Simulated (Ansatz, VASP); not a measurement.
**Two plane-wave programs on C**

```xyz
2
Lattice="0.0000 1.7356 1.7356 1.7356 0.0000 1.7356 1.7356 1.7356 0.0000" Properties=species:S:1:pos:R:3 pbc="T T T"
C     1.7356    1.7356    1.7356
C     2.6035    2.6035    2.6035
```

Change from the starting cell: strain -0.025 along x and y, -0.025 along z, atoms carried along.

Alike in both runs: task single point; functional r2SCAN; k mesh 12 × 12 × 12; occupations gaussian, width 0.05 eV; no spin polarisation.

|  | VASP | Ansatz |
| --- | --- | --- |
| version | VASP 6.6.1 | Ansatz 0.2.0 |
| potentials or method | VASP PAW PBE potentials, release 64 (C), cutoff 520 eV | scalar-relativistic, plane waves, PAW |
| valence electrons in the cell | 8 | 8 |

VASP gave:

```
gap on the k mesh at the Fermi level (eV) : 4.54
least direct gap on the mesh (eV)         : 6.06
pressure (GPa)                            : 40.8
```

Q: What did Ansatz give for the same quantities?

A: gap on the k mesh at the Fermi level (eV): 4.57; least direct gap on the mesh (eV): 6.11; pressure (GPa): 39.3.

VASP's potentials were made for PBE, not for r2SCAN. Both programs put the cell under a high pressure, so it lies far from rest at this level.
